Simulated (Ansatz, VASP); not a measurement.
One calculation of SrVO3, two programs

```
Sr V O
1.0
     3.80571    0.00000    0.00000
     0.00000    3.80571    0.00000
     0.00000    0.00000    3.80571
Sr V O
1 1 3
Direct
  0.50000 0.50000 0.50000
  0.00000 0.00000 0.00000
  0.50000 0.00000 0.00000
  0.00000 0.50000 0.00000
  0.00000 0.00000 0.50000
```

Alike in both runs: task single point; functional PBE; k mesh 8 × 8 × 8; occupations gaussian, width 0.05 eV; no spin polarisation.

|  | VASP | Ansatz |
| --- | --- | --- |
| version | VASP 6.6.1 | Ansatz 0.2.0 |
| potentials or method | VASP PAW PBE potentials, release 64 (Sr_sv, V_sv, O), cutoff 520 eV | scalar-relativistic, plane waves, PAW |
| valence electrons in the cell | 41 | 41 |

```tsv
	VASP	Ansatz	Ansatz less VASP
gap on the k mesh at the Fermi level (eV)	none	none	-
pressure (GPa)	9.1	8.1	-1.01
```

A gap of «none» marks a metal or a gap that the smearing closes.
